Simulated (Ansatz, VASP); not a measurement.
## One calculation of Cd, two programs

```
Cd
1.0
     2.60427    0.00000    0.00000
    -1.30214    2.25536    0.00000
     0.00000    0.00000    4.24185
Cd
2
Direct
  0.33333 0.66667 0.25000
  0.66667 0.33333 0.75000
```

Change from the starting cell: volume scaled by 0.55, LAPW.

Alike in both runs: task single point; functional PBE; k mesh 15 × 15 × 8; occupations fermi-dirac, width 0.08 eV; no spin polarisation.

|  | VASP | Ansatz |
| --- | --- | --- |
| version | VASP 6.6.1 | Ansatz 0.2.0 |
| potentials or method | VASP PAW PBE potentials, release 64 (Cd), cutoff 520 eV | all-electron LAPW, scalar-relativistic |

VASP gave:

* pressure (GPa): 146.5
* traceless stress, the component that is largest in VASP (GPa): -0.12

Problem. Estimate Ansatz's values.

Solution. Pressure (GPa): 141.3; traceless stress, the component that is largest in VASP (GPa): -0.03.

Both programs put the cell under a high pressure, so it lies far from rest at this level. Ansatz ran all-electron here, and VASP with PAW potentials.

Noted on VASP's run: the cell as given lies far from equilibrium.
